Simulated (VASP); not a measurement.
# GaAs (P-6m2) in VASP: settings compared, part 3 of 3

VASP 6.6.1. Earlier steps stand in the parts before.

## (5) Single point, PBEsol

Input file INCAR:

```
SYSTEM = GaAs
PREC = Accurate
ENCUT = 520
EDIFF = 1E-7
ISMEAR = -1
SIGMA = 0.05
LREAL = .False.
LASPH = .True.
NELM = 100
ALGO = Normal
ISIF = 2
LWAVE = .False.
LCHARG = .False.
GGA = PS
NBANDS = 16
```

Input file KPOINTS:

```
Automatic mesh
0
Gamma
  9 9 8
  0 0 0
```

Input file POSCAR:

```
GaAs
1.0
    3.6064012100      0.0000000000      0.0000000000
   -1.8032006000      3.1232350600      0.0000000000
    0.0000000000      0.0000000000      3.5731941600
Ga As
1 1
Direct
    0.3333333300      0.6666666700      0.5000000000
    0.0000000000      0.0000000000      0.0000000000
```

Potentials or basis: VASP PAW PBE potentials, release 64 (Ga_d, As).

Launch:

```sh
> cat potpaw_PBE.64/Ga_d/POTCAR potpaw_PBE.64/As/POTCAR > POTCAR
> mpirun -np 1 vasp_std > vasp.out
```

OUTCAR:

```text
SYSTEM = GaAs
   PREC = Accurate
   ENCUT = 520
   EDIFF = 1E-7
   ISMEAR = -1
   LREAL = .False.
   LASPH = .True.
   NELM = 100
   ISIF = 2
   GGA = PS

 ion  position               nearest neighbor table
   1  0.333  0.667  0.500-   2 2.74   2 2.74   2 2.74   2 2.74   2 2.74   2 2.74
   2  0.000  0.000  0.000-   1 2.74   1 2.74   1 2.74   1 2.74   1 2.74   1 2.74

  LATTYP: Found a hexagonal cell.
 ALAT       =     3.6064012100
 C/A-ratio  =     0.9907921920

  Lattice vectors:

 A1 = (   3.6064012100,   0.0000000000,   0.0000000000)
 A2 = (  -1.8032006000,   3.1232350600,   0.0000000000)
 A3 = (   0.0000000000,   0.0000000000,   3.5731941600)

Analysis of symmetry for initial positions (statically):
=====================================================================
 Subroutine PRICEL returns:
 Original cell was already a primitive cell.

 Routine SETGRP: Setting up the symmetry group for a
 hexagonal supercell.

 Subroutine GETGRP returns: Found 12 space group operations
 (whereof 12 operations were pure point group operations)
 out of a pool of 24 trial point group operations.

The static configuration has the point symmetry D_3h.

Analysis of symmetry for dynamics (positions and initial velocities):
=====================================================================
 Subroutine PRICEL returns:
 Original cell was already a primitive cell.

 Routine SETGRP: Setting up the symmetry group for a
 hexagonal supercell.

 Subroutine GETGRP returns: Found 12 space group operations
 (whereof 12 operations were pure point group operations)
 out of a pool of 24 trial point group operations.

The dynamic configuration has the point symmetry D_3h.

 Subroutine INISYM returns: Found 12 space group operations
 (whereof 12 operations are pure point group operations),
 and found     1 'primitive' translations

----------------------------------------------------------------------------------------

                                     Primitive cell

  volume of cell :      40.2472

  direct lattice vectors                    reciprocal lattice vectors
     3.606401210  0.000000000  0.000000000     0.277284734  0.160090416  0.000000000
    -1.803200600  3.123235060  0.000000000     0.000000000  0.320180832  0.000000000
     0.000000000  0.000000000  3.573194160     0.000000000  0.000000000  0.279861646

  length of vectors
     3.606401210  3.606401204  3.573194160     0.320180831  0.320180832  0.279861646

  position of ions in fractional coordinates (direct lattice)
     0.333333330  0.666666670  0.500000000
     0.000000000  0.000000000  0.000000000

  ion indices of the primitive-cell ions
   primitive index   ion index
                 1           1
                 2           2

----------------------------------------------------------------------------------------

 KPOINTS: Automatic mesh

Automatic generation of k-mesh.
 Grid dimensions read from file:
 generate k-points for:    9    9    8

 Generating k-lattice:

  Cartesian coordinates                     Fractional coordinates (reciprocal lattice)
     0.030809415  0.017787824  0.000000000     0.111111111  0.000000000  0.000000000
     0.000000000  0.035575648  0.000000000     0.000000000  0.111111111  0.000000000
     0.000000000  0.000000000  0.034982706     0.000000000  0.000000000  0.125000000

  Length of vectors
     0.035575648  0.035575648  0.034982706

  Shift w.r.t. Gamma in fractional coordinates (k-lattice)
     0.000000000  0.000000000  0.000000000

 Subroutine IBZKPT returns following result:
 ===========================================

 Found     60 irreducible k-points:

 Following reciprocal coordinates:
            Coordinates               Weight
  0.000000  0.000000  0.000000      1.000000
  0.111111  0.000000  0.000000      6.000000
  0.222222  0.000000  0.000000      6.000000
  0.333333 -0.000000  0.000000      6.000000
  0.444444  0.000000  0.000000      6.000000
  0.111111  0.111111  0.000000      6.000000
[... 16 lines left out ...]
  0.333333  0.222222  0.125000     24.000000
  0.333333  0.333333  0.125000      4.000000
 [... further k-points ...]
   k-points           NKPTS =     60   k-points in BZ     NKDIM =     60   number of bands    NBANDS=     16
   number of dos      NEDOS =    301   number of ions     NIONS =      2
   total plane-waves  NPLWV =  21952
   dimension x,y,z NGX =    28 NGY =   28 NGZ =   28
   dimension x,y,z NGXF=    56 NGYF=   56 NGZF=   56
   ions per type =               1   1
   NGX,Y,Z   is equivalent  to a cutoff of  12.91, 12.91, 13.03 a.u.
   NGXF,Y,Z  is equivalent  to a cutoff of  25.81, 25.81, 26.05 a.u.
 SYSTEM =  GaAs
   PREC   = accura    normal or accurate (medium, high low for compatibility)
   ISTART =      0    job   : 0-new  1-cont  2-samecut
   ICHARG =      2    charge: 1-file 2-atom 10-const
   ISPIN  =      1    spin polarized calculation?
   LNONCOLLINEAR =      F non collinear calculations
   LSORBIT =      F    spin-orbit coupling
   LASPH  =      T    aspherical Exc in radial PAW
   ENCUT  =  520.0 eV  38.22 Ry    6.18 a.u.   6.71  6.71  6.64*2*pi/ulx,y,z
   NELM   =    100;   NELMIN=  2; NELMDL= -5     # of ELM steps
   EDIFF  = 0.1E-06   stopping-criterion for ELM
   LREAL  =      F    real-space projection
   EDIFFG = 0.1E-05   stopping-criterion for IOM
   NSW    =      0    number of steps for IOM
   IBRION =     -1    ionic relax: 0-MD 1-quasi-New 2-CG
   NFREE  =      0    steps in history (QN), initial steepest desc. (CG)
   ISIF   =      2    stress and relaxation
   ISYM   =      2    0-nonsym 1-usesym 2-fastsym
   POTIM  = 0.5000    time-step for ionic-motion
   TEBEG  =    0.0;   TEEND  =   0.0 temperature during run
   PSTRESS=    0.0 pullay stress
   NELECT =      18.0000    total number of electrons
   NUPDOWN=      -1.0000    fix difference up-down
   EMIN   =  10.00;   EMAX   =-10.00  energy-range for DOS
[... 5 lines left out ...]
     AMIX     =   0.40;   BMIX     =  1.00
     AMIX_MAG =   1.60;   BMIX_MAG =  1.00
  volume/ion in A,a.u.               =      20.12       135.80
  Fermi-wavevector in a.u.,A,eV,Ry     =   1.251951  2.365844 21.325507  1.567381
  Thomas-Fermi vector in A             =   2.385874
   LORBIT       =      0    0 simple, 1 ext, 2 COOP (PROOUT), +10 PAW based schemes
   GGA     = PS    functional components
   LHFCALC =     F    Hartree Fock is set to
   AEXX    =    0.0000 exact exchange contribution
   IVDW    =     0    specifies the selected vdW correction
   LEPSILON=     F    determine dielectric tensor
   LRPA    =     F    only Hartree local field effects (RPA)
 non-spin polarized calculation
  energy-cutoff  :      520.00
  volume of cell :       40.25
 maximum number of plane-waves:      1102
 NGX is ok and might be reduce to    28
   NGX = 13   NGY = 13   NGZ = 13

 number of electron      18.0000006 magnetization

 Free energy of the ion-electron system (eV)
  ---------------------------------------------------
  ext. energy  EPLUGINS =         0.00000000
  ---------------------------------------------------
  free energy    TOTEN  =        -8.29199447 eV

  energy without entropy =       -8.28446462  energy(sigma->0) =       -8.28822954

 E-fermi :   4.9353     XC(G=0): -10.6196

 val. band max:        4.9020019854   @ k =   0.3333   0.2222   0.2500
 cond. band min:       4.9868384773   @ k =   0.1111   0.0000   0.3750
 fundamental gap:      0.0848364919
 Fermi energy:         4.9353162770

 k-point     1 :       0.0000    0.0000    0.0000
  band No.  band energies     occupation
      1      -9.7381      2.00000
      2      -9.7299      2.00000
      3      -9.7299      2.00000
      4      -9.6775      2.00000
      5      -9.6775      2.00000
      6      -8.1177      2.00000
[... 8 lines left out ...]
     15      15.3962      0.00000
     16      18.7176      0.00000

 k-point     2 :       0.1111    0.0000    0.0000
  band No.  band energies     occupation
      1      -9.7386      2.00000
      2      -9.7317      2.00000
      3      -9.7232      2.00000
      4      -9.6822      2.00000
      5      -9.6783      2.00000
      6      -7.9554      2.00000
[... 8 lines left out ...]
     15      14.9777      0.00000
     16      17.8300      0.00000
[... 387 lines left out ...]
      5      -9.6864      2.00000
      6      -5.6674      2.00000
[... 8 lines left out ...]
     15      15.3695      0.00000
     16      16.7329      0.00000

 k-point    24 :       0.3333    0.3333    0.1250
  band No.  band energies     occupation
      1      -9.7565      2.00000
      2      -9.7139      2.00000
      3      -9.7036      2.00000
      4      -9.6958      2.00000
      5      -9.6933      2.00000
      6      -5.4368      2.00000
[... 8 lines left out ...]
     15      15.8371      0.00000
     16      15.8576      0.00000

 [... further k-points ...]
[... 5 lines left out ...]
  --------------------------------------------------------------------------------------
  -------------------------------------------------------------------------------------
  Total       -0.6270383     -0.6270383     -1.6363706     -0.0000000     -0.0000000      0.0000000
  in kB      -24.9614223    -24.9614222    -65.1413736     -0.0000000     -0.0000000      0.0000000
  external PRESSURE =     -38.3547394 kB  Pullay stress =       0.0000000 kB

 VOLUME and BASIS-vectors are now :
 -----------------------------------------------------------------------------
  energy-cutoff  :      520.00
  volume of cell :       40.25
      direct lattice vectors                 reciprocal lattice vectors
     3.606401210  0.000000000  0.000000000     0.277284734  0.160090416  0.000000000
    -1.803200600  3.123235060  0.000000000     0.000000000  0.320180832  0.000000000
     0.000000000  0.000000000  3.573194160     0.000000000  0.000000000  0.279861646

 POSITION                                       TOTAL-FORCE (eV/Angst)
 -----------------------------------------------------------------------------------
     -0.00000      2.08216      1.78660        -0.000000      0.000000      0.000000
      0.00000      0.00000      0.00000         0.000000     -0.000000      0.000000
 -----------------------------------------------------------------------------------
    total drift:                                0.000008     -0.000005      0.000000

  FREE ENERGIE OF THE ION-ELECTRON SYSTEM (eV)
  ---------------------------------------------------
  free  energy   TOTEN  =        -8.2919944701 eV

  energy  without entropy=       -8.2844646197  energy(sigma->0) =       -8.28822954
```

OSZICAR:

```text
N       E                     dE             d eps       ncg     rms          rms(c)
DAV:   1     0.802018176525E+02    0.80202E+02   -0.88643E+03  1920   0.167E+03
DAV:   2    -0.247690748233E+01   -0.82679E+02   -0.79146E+02  2240   0.322E+02
DAV:   3    -0.829480989282E+01   -0.58179E+01   -0.57858E+01  2336   0.621E+01
DAV:   4    -0.837337837203E+01   -0.78568E-01   -0.78557E-01  2376   0.798E+00
DAV:   5    -0.837433477819E+01   -0.95641E-03   -0.95639E-03  2456   0.812E-01    0.210E+00
DAV:   6    -0.830360168322E+01    0.70733E-01   -0.11888E-01  2544   0.685E+00    0.119E+00
DAV:   7    -0.829373518166E+01    0.98665E-02   -0.16192E-02  3008   0.120E+00    0.423E-01
DAV:   8    -0.829198295546E+01    0.17522E-02   -0.23863E-03  2376   0.549E-01    0.431E-02
DAV:   9    -0.829199529991E+01   -0.12344E-04   -0.15925E-04  2584   0.154E-01    0.354E-02
DAV:  10    -0.829199464016E+01    0.65975E-06   -0.72396E-06  2272   0.246E-02    0.149E-02
DAV:  11    -0.829199454117E+01    0.98994E-07   -0.22122E-06  2576   0.244E-02    0.736E-04
DAV:  12    -0.829199447014E+01    0.71027E-07   -0.11738E-07  1696   0.347E-03
   1 F= -.82919945E+01 E0= -.82882295E+01  d E =-.752985E-02
```

stdout:

```text
POSCAR found type information on POSCAR GaAs
 POSCAR found :  2 types and       2 ions
 scaLAPACK will be used
 -----------------------------------------------------------------------------
|                                                                             |
|                                                                             |
|     You enforced a specific xc type in the INCAR file but a different       |
|     I HOPE YOU KNOW WHAT YOU ARE DOING!                                     |
|                                                                             |
 -----------------------------------------------------------------------------

 LDA part: xc-table for (Slater+PW92), standard interpolation
 POSCAR, INCAR and KPOINTS ok, starting setup
 FFT: planning ... GRIDC
 FFT: planning ... GRID_SOFT
 FFT: planning ... GRID
 WAVECAR not read
 entering main loop
```

It took 16 s on 1 thread of Intel Xeon 6975P-C (Granite Rapids), shared host; peak memory 0.17 GiB.

Results:

| Property | Result |
| --- | --- |
| Free energy | -8.2920 eV |
| Pressure | -3.8 GPa |
| Band gap on the k mesh | zero (band 9 reaches 6.61 eV, above the bottom of band 10 at 2.62 eV) |

Caveat: the PAW data sets were made with another functional, which shifts forces and pressure a little.

## (6) Single point, PBE

This run uses another cell than the first one, of 20.59 Å³/atom, 1.023 times its volume.

Input file INCAR:

```
SYSTEM = GaAs
PREC     = Accurate       ! precision mode
ENCUT    = 520            ! plane-wave cutoff, eV
EDIFF    = 1E-6           ! SCF threshold, eV
ISMEAR   = -1             ! smearing method
SIGMA    = 0.05           ! smearing width, eV
LREAL    = .FALSE.        ! projectors in reciprocal space
LASPH    = .TRUE.         ! aspherical terms in the spheres
NELM     = 100            ! most SCF steps
ALGO     = Normal         ! electronic algorithm
ISIF     = 2              ! what is computed and relaxed
LWAVE    = .FALSE.        ! write WAVECAR
LCHARG   = .FALSE.        ! write CHGCAR
GGA      = PE             ! functional
NBANDS   = 16             ! bands
```

Input file KPOINTS:

```
regular mesh
0
G
  9 9 8
  0 0 0
```

Input file POSCAR:

```
GaAs
1.0
    3.8205703793     -0.0000000031      0.0000000000
   -1.9102851870      3.3087110069      0.0000000000
    0.0000000000      0.0000000000      3.2571579261
Ga As
1 1
Direct
    0.3333333333      0.6666666667      0.5000000000
    0.0000000000      0.0000000000      0.0000000000
```

Potentials or basis: VASP PAW PBE potentials, release 64 (Ga_d, As).

Launch:

```sh
> cat potpaw_PBE.64/Ga_d/POTCAR potpaw_PBE.64/As/POTCAR > POTCAR
> mpirun -np 1 vasp_std > vasp.out
```

It took 14 s on 1 thread of Intel Xeon 6975P-C (Granite Rapids), shared host; peak memory 0.17 GiB.

Results (log left out):

- Free energy: -7.4588 eV
- Pressure: 0.2 GPa
- Band gap on the k mesh: zero (band 9 reaches 7.09 eV, above the bottom of band 10 at 3.02 eV)

Levels at points of the mesh, in eV from the Fermi level:
```tsv
k point	band 6	band 7	band 8	band 9	band 10	band 11	band 12	band 13
(0.00, 0.00, 0.00)	-13.16	-1.44	-0.78	-0.78	0.16	3.95	3.95	5.42
(0.00, 0.00, 0.50)	-10.95	-7.87	1.01	1.01	3.02	3.61	4.64	4.64
```

## (7) Overview

```csv
level,potentials or basis,cell,smearing,gap on the mesh (eV),pressure (GPa)
PBE,"VASP PAW PBE potentials, release 64 (Ga_d, As)","a = 3.606, b = 3.606, c = 3.573 Å, angles 90.0, 90.0, 120.0°, 2 atoms",gaussian 0.011 eV,none,-0.4
PBE,"VASP PAW PBE potentials, release 64 (Ga_d, As)","a = 3.606, b = 3.606, c = 3.573 Å, angles 90.0, 90.0, 120.0°, 2 atoms",fermi-dirac 0.05 eV,none,-0.1
LDA,"VASP PAW LDA potentials, release 64 (Ga_d, As)","a = 3.606, b = 3.606, c = 3.573 Å, angles 90.0, 90.0, 120.0°, 2 atoms",fermi-dirac 0.05 eV,none,-5.5
PBEsol,"VASP PAW PBE potentials, release 64 (Ga_d, As)","a = 3.606, b = 3.606, c = 3.573 Å, angles 90.0, 90.0, 120.0°, 2 atoms",fermi-dirac 0.05 eV,none,-3.8
PBE,"VASP PAW PBE potentials, release 64 (Ga_d, As)","a = 3.821, b = 3.821, c = 3.257 Å, angles 90.0, 90.0, 120.0°, 2 atoms",fermi-dirac 0.05 eV,none,0.2
```

Alike in all rows: task single point; no spin polarisation; k mesh 9 × 9 × 8; cutoff (eV) 520.

Caveats: the PAW data sets were made with another functional, which shifts forces and pressure a little (some runs).

Total energies depend on the potentials used, so only differences within one code and one set of settings carry meaning.
